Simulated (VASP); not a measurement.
# MgBe2Te3 (P6/mmm) in VASP: notebook

The runs below take MgBe2Te3 through relaxation of cell and atoms, single point, with PBE.

Everything below comes from runs of VASP 6.6.1. Logs are shortened: lines on timing, memory, paths and dates and some standing lists are left out, and cuts for length are marked.

### Step 1. The cell of the first run

Symmetry: P6/mmm, No. 191, hexagonal system. The conventional cell has a = 6.187 Å, b = 6.187 Å, c = 4.239 Å, α = 90.00°, β = 90.00°, γ = 120.00°. Within 4.9 Å of Mg (site symmetry 6/mmm) lie 12 Te at 3.75 Å and 12 Be at 4.15 Å and 2 Mg at 4.24 Å. Within 2.4 Å of Be (site symmetry -6m2) lie 3 Te at 1.79 Å. Within 2.4 Å of Te (site symmetry mmm) lie 2 Be at 1.79 Å.

### Step 2. Relaxation of cell and atoms, PBE

INCAR

```
SYSTEM = MgBe2Te3
PREC = Accurate
ENCUT = 600
EDIFF = 1E-6
ISMEAR = 0
SIGMA = 0.1
LREAL = .FALSE.
LASPH = .TRUE.
NELM = 80
ALGO = Normal
ISIF = 3
LWAVE = .FALSE.
LCHARG = .FALSE.
GGA = PE
IBRION = 2
NSW = 90
EDIFFG = -0.04
```

KPOINTS

```
regular mesh
0
G
  3 3 4
  0 0 0
```

POSCAR

```
MgBe2Te3
1.0
    6.1874382100      0.0000000000      0.0000000000
   -3.0937191100      5.3584786800      0.0000000000
    0.0000000000      0.0000000000      4.2389502100
Mg Be Te
1 2 3
Direct
    0.0000000000      0.0000000000      0.5000000000
    0.3333333300      0.6666666700      0.0000000000
    0.6666666700      0.3333333300      0.0000000000
    0.5000000000      0.0000000000      0.0000000000
    0.0000000000      0.5000000000      0.0000000000
    0.5000000000      0.5000000000      0.0000000000
```

Potentials or basis: VASP PAW PBE potentials, release 64 (Mg, Be, Te).

Started as:

```bash
> cat potpaw_PBE.64/Mg/POTCAR potpaw_PBE.64/Be/POTCAR potpaw_PBE.64/Te/POTCAR > POTCAR
> mpirun -np 1 vasp_std > vasp.out
```

OUTCAR:

```text
SYSTEM = MgBe2Te3
   PREC = Accurate
   ENCUT = 600
   EDIFF = 1E-6
   ISMEAR = 0
   LREAL = .FALSE.
   LASPH = .TRUE.
   NELM = 80
   ISIF = 3
   GGA = PE
   IBRION = 2
   NSW = 90
   EDIFFG = -0.04

 ion  position               nearest neighbor table
   1  0.000  0.000  0.500-
   2  0.333  0.667  0.000-   5 1.79   4 1.79   6 1.79
   3  0.667  0.333  0.000-   5 1.79   4 1.79   6 1.79
   4  0.500  0.000  0.000-   2 1.79   3 1.79   5 3.09   5 3.09   6 3.09   6 3.09
   5  0.000  0.500  0.000-   2 1.79   3 1.79   6 3.09   6 3.09   4 3.09   4 3.09
   6  0.500  0.500  0.000-   2 1.79   3 1.79   5 3.09   5 3.09   4 3.09   4 3.09

  LATTYP: Found a hexagonal cell.
 ALAT       =     6.1874382100
 C/A-ratio  =     0.6850897037

  Lattice vectors:

 A1 = (   6.1874382100,   0.0000000000,   0.0000000000)
 A2 = (  -3.0937191100,   5.3584786800,   0.0000000000)
 A3 = (   0.0000000000,   0.0000000000,   4.2389502100)

Analysis of symmetry for initial positions (statically):
=====================================================================
 Subroutine PRICEL returns:
 Original cell was already a primitive cell.

 Routine SETGRP: Setting up the symmetry group for a
 hexagonal supercell.

 Subroutine GETGRP returns: Found 24 space group operations
 (whereof 24 operations were pure point group operations)
 out of a pool of 24 trial point group operations.

The static configuration has the point symmetry D_6h.

Analysis of symmetry for dynamics (positions and initial velocities):
=====================================================================
 Subroutine PRICEL returns:
 Original cell was already a primitive cell.

 Routine SETGRP: Setting up the symmetry group for a
 hexagonal supercell.

 Subroutine GETGRP returns: Found 24 space group operations
 (whereof 24 operations were pure point group operations)
 out of a pool of 24 trial point group operations.

The dynamic configuration has the point symmetry D_6h.

 Subroutine INISYM returns: Found 24 space group operations
 (whereof 24 operations are pure point group operations),
 and found     1 'primitive' translations

----------------------------------------------------------------------------------------

                                     Primitive cell

  volume of cell :     140.5435

  direct lattice vectors                    reciprocal lattice vectors
     6.187438210  0.000000000  0.000000000     0.161617776  0.093310066  0.000000000
    -3.093719110  5.358478680  0.000000000     0.000000000  0.186620132  0.000000000
     0.000000000  0.000000000  4.238950210     0.000000000  0.000000000  0.235907465

  length of vectors
     6.187438210  6.187438218  4.238950210     0.186620132  0.186620132  0.235907465

  position of ions in fractional coordinates (direct lattice)
     0.000000000  0.000000000  0.500000000
     0.333333330  0.666666670  0.000000000
     0.666666670  0.333333330  0.000000000
     0.500000000  0.000000000  0.000000000
     0.000000000  0.500000000  0.000000000
     0.500000000  0.500000000  0.000000000

  ion indices of the primitive-cell ions
   primitive index   ion index
                 1           1
                 2           2
                 3           3
                 4           4
                 5           5
                 6           6

----------------------------------------------------------------------------------------

 KPOINTS: regular mesh

Automatic generation of k-mesh.
 Grid dimensions read from file:
 generate k-points for:    3    3    4

 Generating k-lattice:

  Cartesian coordinates                     Fractional coordinates (reciprocal lattice)
     0.053872592  0.031103355  0.000000000     0.333333333  0.000000000  0.000000000
     0.000000000  0.062206711  0.000000000     0.000000000  0.333333333  0.000000000
     0.000000000  0.000000000  0.058976866     0.000000000  0.000000000  0.250000000

  Length of vectors
     0.062206711  0.062206711  0.058976866

  Shift w.r.t. Gamma in fractional coordinates (k-lattice)
     0.000000000  0.000000000  0.000000000

 Subroutine IBZKPT returns following result:
 ===========================================

 Found      9 irreducible k-points:

 Following reciprocal coordinates:
            Coordinates               Weight
  0.000000  0.000000  0.000000      1.000000
  0.333333  0.000000  0.000000      6.000000
  0.333333  0.333333  0.000000      2.000000
  0.000000  0.000000  0.250000      2.000000
  0.333333  0.000000  0.250000     12.000000
  0.333333  0.333333  0.250000      4.000000
  0.000000  0.000000  0.500000      1.000000
  0.333333  0.000000  0.500000      6.000000
  0.333333  0.333333  0.500000      2.000000
   k-points           NKPTS =      9   k-points in BZ     NKDIM =      9   number of bands    NBANDS=     16
   number of dos      NEDOS =    301   number of ions     NIONS =      6
   total plane-waves  NPLWV =  90000
   dimension x,y,z NGX =    50 NGY =   50 NGZ =   36
   dimension x,y,z NGXF=   100 NGYF=  100 NGZF=   72
   ions per type =               1   2   3
   NGX,Y,Z   is equivalent  to a cutoff of  13.43, 13.43, 14.12 a.u.
   NGXF,Y,Z  is equivalent  to a cutoff of  26.87, 26.87, 28.24 a.u.
 SYSTEM =  MgBe2Te3
   PREC   = accura    normal or accurate (medium, high low for compatibility)
   ISTART =      0    job   : 0-new  1-cont  2-samecut
   ICHARG =      2    charge: 1-file 2-atom 10-const
   ISPIN  =      1    spin polarized calculation?
   LNONCOLLINEAR =      F non collinear calculations
   LSORBIT =      F    spin-orbit coupling
   LASPH  =      T    aspherical Exc in radial PAW
   ENCUT  =  600.0 eV  44.10 Ry    6.64 a.u.  12.36 12.36  8.47*2*pi/ulx,y,z
   NELM   =     80;   NELMIN=  2; NELMDL= -5     # of ELM steps
   EDIFF  = 0.1E-05   stopping-criterion for ELM
   LREAL  =      F    real-space projection
   EDIFFG = -.4E-01   stopping-criterion for IOM
   NSW    =     90    number of steps for IOM
   IBRION =      2    ionic relax: 0-MD 1-quasi-New 2-CG
   NFREE  =      1    steps in history (QN), initial steepest desc. (CG)
   ISIF   =      3    stress and relaxation
   ISYM   =      2    0-nonsym 1-usesym 2-fastsym
   POTIM  = 0.5000    time-step for ionic-motion
   TEBEG  =    0.0;   TEEND  =   0.0 temperature during run
   PSTRESS=    0.0 pullay stress
   NELECT =      24.0000    total number of electrons
   NUPDOWN=      -1.0000    fix difference up-down
   EMIN   =  10.00;   EMAX   =-10.00  energy-range for DOS
   EFERMI =   0.00;   METHOD = LEGACY
   ISMEAR =     0;   SIGMA  =   0.10  broadening in eV -4-tet -1-fermi 0-gaus
   EFERMI_NEDOS =   21; number of points for ismear=-14 and -15
   IALGO  =     38    algorithm
   IMIX   =      4    mixing-type and parameters
     AMIX     =   0.40;   BMIX     =  1.00
     AMIX_MAG =   1.60;   BMIX_MAG =  1.00
  volume/ion in A,a.u.               =      23.42       158.07
  Fermi-wavevector in a.u.,A,eV,Ry     =   0.908256  1.716355 11.223844  0.824929
  Thomas-Fermi vector in A             =   2.032161
   LORBIT       =      0    0 simple, 1 ext, 2 COOP (PROOUT), +10 PAW based schemes
   GGA     = PE    functional components
   LHFCALC =     F    Hartree Fock is set to
   AEXX    =    0.0000 exact exchange contribution
   IVDW    =     0    specifies the selected vdW correction
   LEPSILON=     F    determine dielectric tensor
   LRPA    =     F    only Hartree local field effects (RPA)
 conjugate gradient relaxation of ions
 non-spin polarized calculation
 Gauss-broadening in eV      SIGMA  =   0.10
  energy-cutoff  :      600.00
  volume of cell :      140.54
 maximum number of plane-waves:      4715
 NGX is ok and might be reduce to    50
   NGX = 25   NGY = 25   NGZ = 17

--------------------------------------- Ionic step        1  -------------------------------------------

 number of electron      23.9999997 magnetization

 Free energy of the ion-electron system (eV)
  ---------------------------------------------------
  ext. energy  EPLUGINS =         0.00000000
  ---------------------------------------------------
  free energy    TOTEN  =        -2.75295426 eV

  energy without entropy =       -2.74707827  energy(sigma->0) =       -2.75001626

------------------------ aborting loop because EDIFF is reached ----------------------------------------

  FORCE on cell =-STRESS in cart. coord.  units (eV):
  Direction    XX          YY          ZZ          XY          YZ          ZX
  --------------------------------------------------------------------------------------
  -------------------------------------------------------------------------------------
  Total       65.8331080     65.8331081     -0.0659343     -0.0000001      0.0000000      0.0000000
  in kB      750.4888486    750.4888502     -0.7516422     -0.0000007      0.0000000      0.0000000
  external PRESSURE =     500.0753522 kB  Pullay stress =       0.0000000 kB
[... 27 lines left out ...]
--------------------------------------- Ionic step        2  -------------------------------------------

 number of electron      24.0000000 magnetization

 E-fermi :  -0.5453     XC(G=0):  -6.0609

 val. band max:       -0.5523698003   @ k =   0.3333   0.0000   0.5000
 cond. band min:      -0.4726873459   @ k =   0.0000   0.0000   0.5000
 fundamental gap:      0.0796824545
 Fermi energy:        -0.5452955102

 k-point     1 :       0.0000    0.0000    0.0000
  band No.  band energies     occupation
      1     -10.6964      2.00000
      2     -10.4190      2.00000
      3     -10.4190      2.00000
      4      -4.9270      2.00000
      5      -2.9818      2.00000
      6      -2.9818      2.00000
[... 233 lines left out ...]
  FREE ENERGIE OF THE ION-ELECTRON SYSTEM (eV)
  ---------------------------------------------------
  free  energy   TOTEN  =       -15.6785620074 eV

  energy  without entropy=      -15.6505820630  energy(sigma->0) =      -15.66457204

 E-fermi :   8.9046     XC(G=0):  -9.7535

 val. band max:        8.7218580863   @ k =   0.3333   0.0000   0.0000
 cond. band min:       8.9307747073   @ k =   0.3333   0.0000   0.5000
 fundamental gap:      0.2089166210
 Fermi energy:         8.9045932939

 k-point     1 :       0.0000    0.0000    0.0000
  band No.  band energies     occupation
      1     -10.5785      2.00000
      2     -10.1320      2.00000
      3     -10.1320      2.00000
      4      -2.3095      2.00000
      5      -0.5516      2.00000
      6      -0.5516      2.00000
[... 148 lines left out ...]
      3      -2.6342      2.00000
      4       1.1821      2.00000
      5       1.1821      2.00000
      6       1.5488      2.00000
[... 8 lines left out ...]
     15      11.5203      0.00000
     16      11.5281      0.00000

[... ionic steps 4 to 12 ...]

--------------------------------------- Ionic step       13  -------------------------------------------

 number of electron      23.9999994 magnetization

------------------------ aborting loop because EDIFF is reached ----------------------------------------
[... 75 lines left out ...]
--------------------------------------- Ionic step       15  -------------------------------------------

 number of electron      23.9999996 magnetization

 Free energy of the ion-electron system (eV)
  ---------------------------------------------------
  ext. energy  EPLUGINS =         0.00000000
  ---------------------------------------------------
  free energy    TOTEN  =       -16.96993918 eV

  energy without entropy =      -16.96935710  energy(sigma->0) =      -16.96964814

 E-fermi :   3.3742     XC(G=0):  -8.1681

 val. band max:        3.1874352869   @ k =   0.3333   0.0000   0.5000
 cond. band min:       3.5528357289   @ k =   0.0000   0.0000   0.0000
 fundamental gap:      0.3654004420
 Fermi energy:         3.3741629394

 k-point     1 :       0.0000    0.0000    0.0000
  band No.  band energies     occupation
      1      -9.0043      2.00000
      2      -8.2052      2.00000
      3      -8.2052      2.00000
      4      -3.3801      2.00000
      5      -1.1021      2.00000
      6      -1.1021      2.00000
[... 193 lines left out ...]
  FREE ENERGIE OF THE ION-ELECTRON SYSTEM (eV)
  ---------------------------------------------------
  free  energy   TOTEN  =       -16.9699391840 eV

  energy  without entropy=      -16.9693571009  energy(sigma->0) =      -16.96964814

 reached required accuracy - stopping structural energy minimisation
```

It took 12 min on 1 thread of AMD EPYC 7R13, shared host; peak memory 0.28 GiB.

Results:

```yaml
Free_energy: -16.9699 eV
Relaxed_volume: 29.71 Å³/atom
Relaxed_cell: a = 8.018 Å, b = 8.018 Å, c = 3.201 Å, α = 90.00°, β = 90.00°, γ = 120.00°
Space_group_after_relaxing_to_0.05_Å: P6/mmm (No. 191)
Energy_gained_by_relaxing: 2369.5 meV/atom
Ionic_steps: 15
Pressure_after_relaxing: 0.0 GPa
Band_gap_on_the_k_mesh: zero (band 12 reaches 5.23 eV, above the bottom of band 13 at 2.71 eV)
```

The path:
| step | energy change (eV) | largest force (eV/Å) | pressure (GPa) | volume (Å³) |
| --- | --- | --- | --- | --- |
| 1 | 0.0000 | 0.0000 | 50.01 | 140.54 |
| 2 | -10.0003 | 0.0000 | -5.17 | 328.53 |
| 3 | -12.9256 | 0.0000 | -0.47 | 226.51 |
| 4 | -12.9244 | 0.0000 | -1.08 | 230.77 |
| 5 | -12.9280 | 0.0000 | -0.76 | 228.46 |
| 6 | -13.0094 | 0.0000 | -0.79 | 223.39 |
| 7 | -13.3260 | 0.0000 | -0.72 | 208.11 |
| 8 | -14.1807 | 0.0000 | 0.40 | 177.23 |
| 9 | 10.4562 | 0.0000 | 86.64 | 114.19 |
| 10 | -14.1922 | 0.0000 | 0.57 | 176.19 |
| 11 | -14.2010 | 0.0000 | 1.02 | 174.00 |
| 12 | -14.0474 | 0.0000 | 0.00 | 179.90 |
| 13 | -14.2090 | 0.0000 | 0.73 | 175.04 |
| 14 | -14.2037 | 0.0000 | -0.83 | 182.56 |
| 15 | -14.2170 | 0.0000 | 0.01 | 178.24 |

Final structure:
```xyz
6
Lattice="8.0181 0.0000 0.0000 -4.0091 6.9439 0.0000 0.0000 0.0000 3.2014" Properties=species:S:1:pos:R:3 pbc="T T T"
Mg    0.0000    0.0000    1.6007
Be    0.0000    4.6293    0.0000
Be    4.0091    2.3146    0.0000
Te    4.0091    0.0000    0.0000
Te   -2.0045    3.4719    0.0000
Te    2.0045    3.4719    0.0000
```

Caveat: the k points lie up to 0.49 Å⁻¹ apart in the final cell; the volume moved by over 15 % at a fixed basis, so the end points are rough; spin-orbit coupling is left out, which moves the levels of the heavy elements.

### Step 3. Single point, PBE

This run uses another cell than the first one, of 30.10 Å³/atom, 1.285 times its volume.

INCAR

```
SYSTEM = MgBe2Te3
PREC     = Accurate       ! precision mode
ENCUT    = 520            ! plane-wave cutoff, eV
EDIFF    = 1E-6           ! SCF threshold, eV
ISMEAR   = 0              ! smearing method
SIGMA    = 0.1            ! smearing width, eV
LREAL    = .FALSE.        ! projectors in reciprocal space
LASPH    = .TRUE.         ! aspherical terms in the spheres
NELM     = 60             ! most SCF steps
ALGO     = Normal         ! electronic algorithm
ISIF     = 2              ! what is computed and relaxed
LWAVE    = .FALSE.        ! write WAVECAR
LCHARG   = .FALSE.        ! write CHGCAR
GGA      = PE             ! functional
NBANDS   = 21             ! bands
```

KPOINTS

```
regular mesh
0
G
  6 6 12
  0 0 0
```

POSCAR

```
MgBe2Te3
1.0
    8.0533433141      0.0000000000      0.0000000000
   -4.0266716571      6.9743998954      0.0000000000
    0.0000000000      0.0000000000      3.2150665962
Mg Be Te
1 2 3
Direct
    0.0000000000      0.0000000000      0.5000000000
    0.3333333333      0.6666666667      0.0000000000
    0.6666666667      0.3333333333      0.0000000000
    0.5000000000      0.0000000000      0.0000000000
    0.0000000000      0.5000000000      0.0000000000
    0.5000000000      0.5000000000      0.0000000000
```

Potentials or basis: VASP PAW PBE potentials, release 64 (Mg, Be, Te).

Started as:

```bash
> cat potpaw_PBE.64/Mg/POTCAR potpaw_PBE.64/Be/POTCAR potpaw_PBE.64/Te/POTCAR > POTCAR
> mpirun -np 1 vasp_std > vasp.out
```

Wall time 3.7 min (1 thread of AMD EPYC 7R13, shared host); peak memory 0.37 GiB.

Results (log left out):

```
Free energy            : -16.3752 eV
Pressure               : 0.1 GPa
Band gap on the k mesh : zero (band 12 reaches 5.11 eV, above the bottom of band 13 at 2.60 eV)
```

Stress tensor (GPa, compression positive):
```
 0.13  0.00  0.00
 0.00  0.13  0.00
 0.00  0.00 -0.05
```

Levels at points of the mesh, in eV from the Fermi level:
```csv
k point,band 10,band 11,band 12,band 13,band 14,band 15
"(0.00, 0.00, 0.00)",-1.24,-0.24,1.22,2.25,2.25,2.53
"(0.50, 0.00, 0.00)",-1.42,0.80,1.54,1.54,1.93,2.52
"(0.00, 0.00, 0.50)",-1.21,-0.79,-0.79,0.26,0.79,1.27
"(0.50, 0.00, 0.50)",-1.61,-1.12,-0.22,-0.17,0.86,1.02
```

Caveat: spin-orbit coupling is left out, which moves the levels of the heavy elements.

### Step 4. Relaxation of cell and atoms, PBE

This run uses another cell than the first one, of 29.91 Å³/atom, 1.277 times its volume.

INCAR

```
SYSTEM = MgBe2Te3
ALGO = Normal
EDIFF = 1E-6
EDIFFG = -0.04
ENCUT = 600
GGA = PE
IBRION = 2
ISIF = 3
ISMEAR = 0
LASPH = .True.
LCHARG = .False.
LREAL = .False.
LWAVE = .False.
NELM = 60
NSW = 90
PREC = Accurate
SIGMA = 0.1
```

KPOINTS

```
k-points
0
Gamma
  3 3 6
  0 0 0
```

POSCAR: that of step 3 with these lines changed.

```diff
@@ -2,5 +2,5 @@
 1.0
-    8.0533433141      0.0000000000      0.0000000000
-   -4.0266716571      6.9743998954      0.0000000000
-    0.0000000000      0.0000000000      3.2150665962
+    8.0340625826      0.0000000000      0.0000000000
+   -4.0170312913      6.9577022922      0.0000000000
+    0.0000000000      0.0000000000      3.2100205354
 Mg Be Te
```

Started as:

```bash
> cat potpaw_PBE.64/Mg/POTCAR potpaw_PBE.64/Be/POTCAR potpaw_PBE.64/Te/POTCAR > POTCAR
> mpirun -np 1 vasp_std > vasp.out
```

It took 2.6 min on 1 thread of AMD EPYC 7R13, shared host; peak memory 0.34 GiB.

It converged, with:

```yaml
Free_energy: -16.2035 eV
Relaxed_volume: 30.65 Å³/atom
Relaxed_cell: a = 8.022 Å, b = 8.022 Å, c = 3.300 Å, α = 90.00°, β = 90.00°, γ = 120.00°
Space_group_after_relaxing_to_0.05_Å: P6/mmm (No. 191)
Energy_gained_by_relaxing: 5.3 meV/atom
Ionic_steps: 3
Pressure_after_relaxing: -0.1 GPa
Band_gap_on_the_k_mesh: zero (band 12 reaches 4.70 eV, above the bottom of band 13 at 3.11 eV)
```

Stress tensor (GPa, compression positive):
```
-0.19  0.00  0.00
 0.00 -0.19  0.00
 0.00  0.00  0.06
```

The path:
```csv
step,energy change (eV),largest force (eV/Å),pressure (GPa),volume (Å³)
1,0.0000,0.0000,0.63,179.44
2,-0.0284,0.0000,0.10,182.48
3,-0.0321,0.0000,-0.11,183.88
```

Final structure:
```xyz
6
Lattice="8.0218 0.0000 0.0000 -4.0109 6.9471 0.0000 0.0000 0.0000 3.2996" Properties=species:S:1:pos:R:3 pbc="T T T"
Mg    0.0000    0.0000    1.6498
Be    0.0000    4.6314    0.0000
Be    4.0109    2.3157    3.2996
Te    4.0109    0.0000    0.0000
Te   -2.0054    3.4735    0.0000
Te    2.0054    3.4735    0.0000
```

Levels at points of the mesh, in eV from the Fermi level:
```csv
k point,band 9,band 10,band 11,band 12,band 13,band 14,band 15,band 16
"(0.00, 0.00, 0.00)",-2.11,-0.94,0.14,0.94,2.25,2.25,2.54,2.54
"(0.00, 0.00, 0.50)",-3.36,-0.92,-0.70,-0.70,0.36,0.97,1.29,2.54
```

Caveat: spin-orbit coupling is left out, which moves the levels of the heavy elements.

[end of part 1 of 2]
